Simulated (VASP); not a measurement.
A run of VASP 6.6.1 is set up as follows.

File INCAR:

```
SYSTEM = Ge2Sb2Te5
ALGO = Normal
EDIFF = 1E-6
EDIFFG = -0.01
ENCUT = 600
GGA = PS
IBRION = 2
ISIF = 3
ISMEAR = -1
IVDW = 13
LASPH = .TRUE.
LCHARG = .FALSE.
LREAL = .FALSE.
LWAVE = .FALSE.
NELM = 80
NSW = 60
PREC = Accurate
SIGMA = 0.05
```

The input KPOINTS:

```
k-points
0
G
  7 7 2
  0 0 0
```

Contents of POSCAR:

```
Ge2Sb2Te5
1.0
    4.2940644248      0.0000000000      0.0000000000
   -2.1470322124      3.7187688774      0.0000000000
    0.0000000000      0.0000000000     17.1013460000
Te Sb Ge
5 2 2
Direct
    0.6666666667      0.3333333333      0.4198920000
    0.3333333333      0.6666666667      0.5801080000
    0.3333333333      0.6666666667      0.2015420000
    0.6666666667      0.3333333333      0.7984580000
    0.0000000000      0.0000000000      0.0000000000
    0.0000000000      0.0000000000      0.3200680000
    0.0000000000      0.0000000000      0.6799320000
    0.6666666667      0.3333333333      0.1028950000
    0.3333333333      0.6666666667      0.8971050000
```

Potentials or basis: VASP PAW PBE potentials, release 64 (Te, Sb, Ge_d).

Launch:

```console
$ cat potpaw_PBE.64/Te/POTCAR potpaw_PBE.64/Sb/POTCAR potpaw_PBE.64/Ge_d/POTCAR > POTCAR
$ mpirun -np 1 vasp_std > vasp.out
```

Q: What does it give for the relaxed cell?

A: a = 4.189 Å, b = 4.189 Å, c = 16.639 Å, α = 90.00°, β = 90.00°, γ = 120.00°.

Q: Estimate the space group after relaxing (to 0.1 Å).

A: P-3m1 (No. 164).

Final structure:
```xyz
9
Lattice="4.1891 0.0000 0.0000 -2.0946 3.6279 0.0000 0.0000 0.0000 16.6394" Properties=species:S:1:pos:R:3 pbc="T T T"
Te    2.0946    1.2093    7.0365
Te    0.0000    2.4186    9.6029
Te    0.0000    2.4186    3.3158
Te    2.0946    1.2093   13.3236
Te    0.0000    0.0000    0.0000
Sb    0.0000    0.0000    5.3049
Sb    0.0000    0.0000   11.3345
Ge    2.0946    1.2093    1.6760
Ge    0.0000    2.4186   14.9634
```
